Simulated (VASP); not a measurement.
# CdS (F-43m) in VASP: further runs

CdS is run at these levels: PBE; tasks: relaxation of cell and atoms, single point.

All numbers are computed with VASP 6.6.1; they aren't measurements. Logs are shortened: lines on timing, memory, paths and dates and some standing lists are left out, and cuts for length are marked.

**1. The cell of the first run**

The structure is cubic, space group F-43m (No. 216). Conventional cell: a = 5.960 Å, b = 5.960 Å, c = 5.960 Å, α = 90.00°, β = 90.00°, γ = 90.00°. Within 3.4 Å of Cd (site symmetry -43m) lie 4 S at 2.58 Å. S (site symmetry -43m) has 4 Cd at 2.58 Å within 3.4 Å.

**2. Relaxation of cell and atoms, PBE**

INCAR

```
  PREC = Accurate
  ENCUT = 500
  EDIFF = 1E-7
  ISMEAR = 0
  SIGMA = 0.02
  LREAL = F
  LASPH = T
  NELM = 120
  ALGO = Normal
  ISIF = 3
  LWAVE = F
  LCHARG = F
  GGA = PE
  IBRION = 2
  NSW = 80
  EDIFFG = -0.01
  GGA_COMPAT = F
  NELMIN = 4
```

KPOINTS

```
Automatic mesh
0
Gamma
  8 8 8
```

POSCAR

```
CdS
1.0
    0.0000000000      2.9798940138      2.9798940138
    2.9798940138      0.0000000000      2.9798940138
    2.9798940138      2.9798940138      0.0000000000
Cd S
1 1
Direct
    0.0000000000      0.0000000000      0.0000000000
    0.2500000000      0.2500000000      0.2500000000
```

Potentials or basis: VASP PAW PBE potentials, release 64 (Cd, S).

Command:

```sh
cat potpaw_PBE.64/Cd/POTCAR potpaw_PBE.64/S/POTCAR > POTCAR
mpirun -np 1 vasp_std > vasp.out
```

OUTCAR:

```text
PREC = Accurate
   ENCUT = 500
   EDIFF = 1E-7
   ISMEAR = 0
   LREAL = F
   LASPH = T
   NELM = 120
   ISIF = 3
   GGA = PE
   IBRION = 2
   NSW = 80
   EDIFFG = -0.01
   NELMIN = 4

 ion  position               nearest neighbor table
   1  0.000  0.000  0.000-   2 2.58   2 2.58   2 2.58   2 2.58
   2  0.250  0.250  0.250-   1 2.58   1 2.58   1 2.58   1 2.58

  LATTYP: Found a face centered cubic cell.
 ALAT       =     5.9597880276

  Lattice vectors:

 A1 = (   0.0000000000,   2.9798940138,   2.9798940138)
 A2 = (   2.9798940138,   0.0000000000,   2.9798940138)
 A3 = (   2.9798940138,   2.9798940138,   0.0000000000)

Analysis of symmetry for initial positions (statically):
=====================================================================
 Subroutine PRICEL returns:
 Original cell was already a primitive cell.

 Routine SETGRP: Setting up the symmetry group for a
 face centered cubic supercell.

 Subroutine GETGRP returns: Found 24 space group operations
 (whereof 24 operations were pure point group operations)
 out of a pool of 48 trial point group operations.

The static configuration has the point symmetry T_d .

Analysis of symmetry for dynamics (positions and initial velocities):
=====================================================================
 Subroutine PRICEL returns:
 Original cell was already a primitive cell.

 Routine SETGRP: Setting up the symmetry group for a
 face centered cubic supercell.

 Subroutine GETGRP returns: Found 24 space group operations
 (whereof 24 operations were pure point group operations)
 out of a pool of 48 trial point group operations.

The dynamic configuration has the point symmetry T_d .

 Subroutine INISYM returns: Found 24 space group operations
 (whereof 24 operations are pure point group operations),
 and found     1 'primitive' translations

----------------------------------------------------------------------------------------

                                     Primitive cell

  volume of cell :      52.9215

  direct lattice vectors                    reciprocal lattice vectors
     0.000000000  2.979894014  2.979894014    -0.167791203  0.167791203  0.167791203
     2.979894014  0.000000000  2.979894014     0.167791203 -0.167791203  0.167791203
     2.979894014  2.979894014  0.000000000     0.167791203  0.167791203 -0.167791203

  length of vectors
     4.214206529  4.214206529  4.214206529     0.290622888  0.290622888  0.290622888

  position of ions in fractional coordinates (direct lattice)
     0.000000000  0.000000000  0.000000000
     0.250000000  0.250000000  0.250000000

  ion indices of the primitive-cell ions
   primitive index   ion index
                 1           1
                 2           2

----------------------------------------------------------------------------------------

 KPOINTS: Automatic mesh

Automatic generation of k-mesh.
 Grid dimensions read from file:
 generate k-points for:    8    8    8

 Generating k-lattice:

  Cartesian coordinates                     Fractional coordinates (reciprocal lattice)
    -0.020973900  0.020973900  0.020973900     0.125000000  0.000000000  0.000000000
     0.020973900 -0.020973900  0.020973900     0.000000000  0.125000000  0.000000000
     0.020973900  0.020973900 -0.020973900     0.000000000  0.000000000  0.125000000

  Length of vectors
     0.036327861  0.036327861  0.036327861

  Shift w.r.t. Gamma in fractional coordinates (k-lattice)
     0.000000000  0.000000000  0.000000000

 Subroutine IBZKPT returns following result:
 ===========================================

 Found     29 irreducible k-points:

 Following reciprocal coordinates:
            Coordinates               Weight
  0.000000  0.000000  0.000000      1.000000
  0.125000  0.000000  0.000000      8.000000
  0.250000  0.000000  0.000000      8.000000
  0.375000  0.000000  0.000000      8.000000
  0.500000  0.000000  0.000000      4.000000
  0.125000  0.125000  0.000000      6.000000
[... 16 lines left out ...]
  0.500000  0.250000  0.125000     48.000000
 -0.375000  0.250000  0.125000     24.000000
 [... further k-points ...]
   k-points           NKPTS =     29   k-points in BZ     NKDIM =     29   number of bands    NBANDS=     13
   number of dos      NEDOS =    301   number of ions     NIONS =      2
   total plane-waves  NPLWV =  32768
   dimension x,y,z NGX =    32 NGY =   32 NGZ =   32
   dimension x,y,z NGXF=    64 NGYF=   64 NGZF=   64
   ions per type =               1   1
   NGX,Y,Z   is equivalent  to a cutoff of  12.62, 12.62, 12.62 a.u.
   NGXF,Y,Z  is equivalent  to a cutoff of  25.25, 25.25, 25.25 a.u.
 SYSTEM =  unknown system
   PREC   = accura    normal or accurate (medium, high low for compatibility)
   ISTART =      0    job   : 0-new  1-cont  2-samecut
   ICHARG =      2    charge: 1-file 2-atom 10-const
   ISPIN  =      1    spin polarized calculation?
   LNONCOLLINEAR =      F non collinear calculations
   LSORBIT =      F    spin-orbit coupling
   LASPH  =      T    aspherical Exc in radial PAW
   ENCUT  =  500.0 eV  36.75 Ry    6.06 a.u.   7.68  7.68  7.68*2*pi/ulx,y,z
   NELM   =    120;   NELMIN=  4; NELMDL= -5     # of ELM steps
   EDIFF  = 0.1E-06   stopping-criterion for ELM
   LREAL  =      F    real-space projection
   EDIFFG = -.1E-01   stopping-criterion for IOM
   NSW    =     80    number of steps for IOM
   IBRION =      2    ionic relax: 0-MD 1-quasi-New 2-CG
   NFREE  =      1    steps in history (QN), initial steepest desc. (CG)
   ISIF   =      3    stress and relaxation
   ISYM   =      2    0-nonsym 1-usesym 2-fastsym
   POTIM  = 0.5000    time-step for ionic-motion
   TEBEG  =    0.0;   TEEND  =   0.0 temperature during run
   PSTRESS=    0.0 pullay stress
   NELECT =      18.0000    total number of electrons
   NUPDOWN=      -1.0000    fix difference up-down
   EMIN   =  10.00;   EMAX   =-10.00  energy-range for DOS
   EFERMI =   0.00;   METHOD = LEGACY
   ISMEAR =     0;   SIGMA  =   0.02  broadening in eV -4-tet -1-fermi 0-gaus
   EFERMI_NEDOS =   21; number of points for ismear=-14 and -15
   IALGO  =     38    algorithm
   IMIX   =      4    mixing-type and parameters
     AMIX     =   0.40;   BMIX     =  1.00
     AMIX_MAG =   1.60;   BMIX_MAG =  1.00
  volume/ion in A,a.u.               =      26.46       178.57
  Fermi-wavevector in a.u.,A,eV,Ry     =   1.142760  2.159502 17.767839  1.305899
  Thomas-Fermi vector in A             =   2.279457
   LORBIT       =      0    0 simple, 1 ext, 2 COOP (PROOUT), +10 PAW based schemes
   GGA     = PE    functional components
   LHFCALC =     F    Hartree Fock is set to
   AEXX    =    0.0000 exact exchange contribution
   IVDW    =     0    specifies the selected vdW correction
   LEPSILON=     F    determine dielectric tensor
   LRPA    =     F    only Hartree local field effects (RPA)
 conjugate gradient relaxation of ions
 non-spin polarized calculation
 Gauss-broadening in eV      SIGMA  =   0.02
  energy-cutoff  :      500.00
  volume of cell :       52.92
 maximum number of plane-waves:      1363
   NGX = 15   NGY = 15   NGZ = 15

--------------------------------------- Ionic step        1  -------------------------------------------

 number of electron      17.9999997 magnetization

 Free energy of the ion-electron system (eV)
  ---------------------------------------------------
  ext. energy  EPLUGINS =         0.00000000
  ---------------------------------------------------
  free energy    TOTEN  =        -6.14638801 eV

  energy without entropy =       -6.14638801  energy(sigma->0) =       -6.14638801

------------------------ aborting loop because EDIFF is reached ----------------------------------------

  FORCE on cell =-STRESS in cart. coord.  units (eV):
  Direction    XX          YY          ZZ          XY          YZ          ZX
  --------------------------------------------------------------------------------------
  -------------------------------------------------------------------------------------
  Total       -0.1963393     -0.1963393     -0.1963393      0.0000000      0.0000000      0.0000000
  in kB       -5.9440912     -5.9440912     -5.9440912      0.0000000      0.0000000      0.0000000
  external PRESSURE =      -5.9440912 kB  Pullay stress =       0.0000000 kB

 VOLUME and BASIS-vectors are now :
 -----------------------------------------------------------------------------
  energy-cutoff  :      500.00
  volume of cell :       52.92
      direct lattice vectors                 reciprocal lattice vectors
     0.000000000  2.979894014  2.979894014    -0.167791203  0.167791203  0.167791203
     2.979894014  0.000000000  2.979894014     0.167791203 -0.167791203  0.167791203
     2.979894014  2.979894014  0.000000000     0.167791203  0.167791203 -0.167791203
[... 37 lines left out ...]
 POSITION                                       TOTAL-FORCE (eV/Angst)
 -----------------------------------------------------------------------------------
      2.96578     -0.00000      2.96578        -0.000000     -0.000000     -0.000000
      1.48289      1.48289      1.48289         0.000000      0.000000      0.000000
 -----------------------------------------------------------------------------------
    total drift:                               -0.000000     -0.000000      0.000000

  FREE ENERGIE OF THE ION-ELECTRON SYSTEM (eV)
  ---------------------------------------------------
  free  energy   TOTEN  =        -6.1474509798 eV

  energy  without entropy=       -6.1474509798  energy(sigma->0) =       -6.14745098

--------------------------------------- Ionic step        3  -------------------------------------------

 number of electron      18.0000000 magnetization

 Free energy of the ion-electron system (eV)
  ---------------------------------------------------
  ext. energy  EPLUGINS =         0.00000000
  ---------------------------------------------------
  free energy    TOTEN  =        -6.14752025 eV

  energy without entropy =       -6.14752025  energy(sigma->0) =       -6.14752025

 E-fermi :   0.9951     XC(G=0):  -8.9033

 val. band max:        0.8748640042   @ k =   0.0000   0.0000   0.0000
 cond. band min:       1.9063348465   @ k =   0.0000   0.0000   0.0000
 fundamental gap:      1.0314708423
 Fermi energy:         0.9951422110

 k-point     1 :       0.0000    0.0000    0.0000
  band No.  band energies     occupation
      1     -11.1837      2.00000
      2      -6.6772      2.00000
      3      -6.6772      2.00000
      4      -6.6772      2.00000
      5      -6.2665      2.00000
      6      -6.2665      2.00000
      7       0.8749      2.00000
      8       0.8749      2.00000
      9       0.8749      2.00000
     10       1.9063      0.00000
     11       7.4253      0.00000
     12       7.4253      0.00000
     13       7.4253      0.00000

 k-point     2 :       0.1250    0.0000    0.0000
  band No.  band energies     occupation
      1     -11.1286      2.00000
      2      -6.6577      2.00000
      3      -6.6577      2.00000
      4      -6.6258      2.00000
      5      -6.2673      2.00000
      6      -6.2673      2.00000
      7      -0.1176      2.00000
      8       0.7651      2.00000
      9       0.7651      2.00000
     10       2.7413      0.00000
     11       7.1529      0.00000
[... 339 lines left out ...]
 k-point    24 :      -0.3750    0.2500    0.1250
  band No.  band energies     occupation
      1     -10.7489      2.00000
      2      -6.5340      2.00000
      3      -6.5022      2.00000
      4      -6.2865      2.00000
      5      -6.2430      2.00000
      6      -5.8325      2.00000
      7      -2.9572      2.00000
      8      -0.8983      2.00000
      9      -0.2278      2.00000
     10       5.0994      0.00000
     11       6.7216      0.00000
     12       7.9946      0.00000
     13       9.1415      0.00000

 [... further k-points ...]
[... 5 lines left out ...]
  --------------------------------------------------------------------------------------
  -------------------------------------------------------------------------------------
  Total       -0.0017443     -0.0017443     -0.0017443     -0.0000000     -0.0000000      0.0000000
  in kB       -0.0534143     -0.0534143     -0.0534143     -0.0000000     -0.0000000      0.0000000
  external PRESSURE =      -0.0534143 kB  Pullay stress =       0.0000000 kB

 VOLUME and BASIS-vectors are now :
 -----------------------------------------------------------------------------
  energy-cutoff  :      500.00
  volume of cell :       52.32
      direct lattice vectors                 reciprocal lattice vectors
     0.000000000  2.968574806  2.968574806    -0.168430992  0.168430992  0.168430992
     2.968574806 -0.000000000  2.968574806     0.168430992 -0.168430992  0.168430992
     2.968574806  2.968574806  0.000000000     0.168430992  0.168430992 -0.168430992

 POSITION                                       TOTAL-FORCE (eV/Angst)
 -----------------------------------------------------------------------------------
      0.00000      0.00000      0.00000        -0.000000     -0.000000     -0.000000
      1.48429      1.48429      1.48429         0.000000      0.000000      0.000000
 -----------------------------------------------------------------------------------
    total drift:                                0.000000      0.000000      0.000000

  FREE ENERGIE OF THE ION-ELECTRON SYSTEM (eV)
  ---------------------------------------------------
  free  energy   TOTEN  =        -6.1475202457 eV

  energy  without entropy=       -6.1475202457  energy(sigma->0) =       -6.14752025

 reached required accuracy - stopping structural energy minimisation
```

Run time: 68 s. Hardware: 1 thread of Intel Xeon 8259CL, shared host; peak memory 0.19 GiB.

What came out:

```
Free energy                            : -6.1475 eV
Relaxed volume                         : 26.16 Å³/atom
Relaxed cell                           : a = 4.198 Å, b = 4.198 Å, c = 4.198 Å, α = 60.00°, β = 60.00°, γ = 60.00°
Space group after relaxing (to 0.05 Å) : F-43m (No. 216)
Energy gained by relaxing              : 0.6 meV/atom
Ionic steps                            : 3
Pressure after relaxing                : 0.0 GPa
Band gap on the k mesh                 : 1.03 eV, direct
```

The path:
```csv
step,energy change (eV),largest force (eV/Å),pressure (GPa),volume (Å³)
1,0.0000,0.0000,-0.59,52.92
2,-0.0011,0.0000,0.16,52.17
3,-0.0011,0.0000,-0.01,52.32
```

Final structure:
```yaml
crystal:
  lattice:
    - [0.00000, 2.96857, 2.96857]
    - [2.96857, 0.00000, 2.96857]
    - [2.96857, 2.96857, 0.00000]
  atoms:
    - { symbol: Cd, position: [0.00000, 0.00000, 0.00000] }
    - { symbol: S, position: [0.25000, 0.25000, 0.25000] }
```

PBE gaps usually lie below the measured ones, often by a third to a half.

**3. Single point, PBE**

INCAR

```
SYSTEM = CdS
  PREC = Accurate
  ENCUT = 500
  EDIFF = 1E-6
  ISMEAR = 0
  SIGMA = 0.1
  LREAL = .False.
  LASPH = .True.
  NELM = 120
  ALGO = Normal
  ISIF = 2
  LWAVE = .False.
  LCHARG = .False.
  GGA = PE
  NBANDS = 16
  GGA_COMPAT = .False.
```

KPOINTS

```
Automatic mesh
0
Gamma
  6 6 6
  0 0 0
```

POSCAR is that of step 2.

Potentials or basis: VASP PAW PBE potentials, release 64 (Cd, S).

Command:

```sh
cat potpaw_PBE.64/Cd/POTCAR potpaw_PBE.64/S/POTCAR > POTCAR
mpirun -np 1 vasp_std > vasp.out
```

It took 12 s on 1 thread of Intel Xeon Platinum 8375C at 2.90GHz (Ice Lake), shared host; peak memory 0.18 GiB.

It converged, with:

| Property | Result |
| --- | --- |
| Free energy | -6.1443 eV |
| Pressure | -0.6 GPa |
| Band gap on the k mesh | 1.00 eV, direct |

Levels at points of the mesh, in eV from the valence-band top:
| k point | band 6 | band 7 | band 8 | band 9 | band 10 | band 11 | band 12 | band 13 |
| --- | --- | --- | --- | --- | --- | --- | --- | --- |
| (0.00, 0.00, 0.00) | -7.12 | 0.00 | 0.00 | 0.00 | 1.00 | 6.55 | 6.55 | 6.55 |
| (0.50, 0.00, 0.00) | -6.80 | -4.03 | -0.66 | -0.66 | 2.91 | 7.00 | 7.00 | 7.28 |
| (0.50, 0.50, 0.00) | -6.74 | -3.68 | -1.67 | -1.67 | 3.65 | 4.25 | 8.97 | 10.39 |
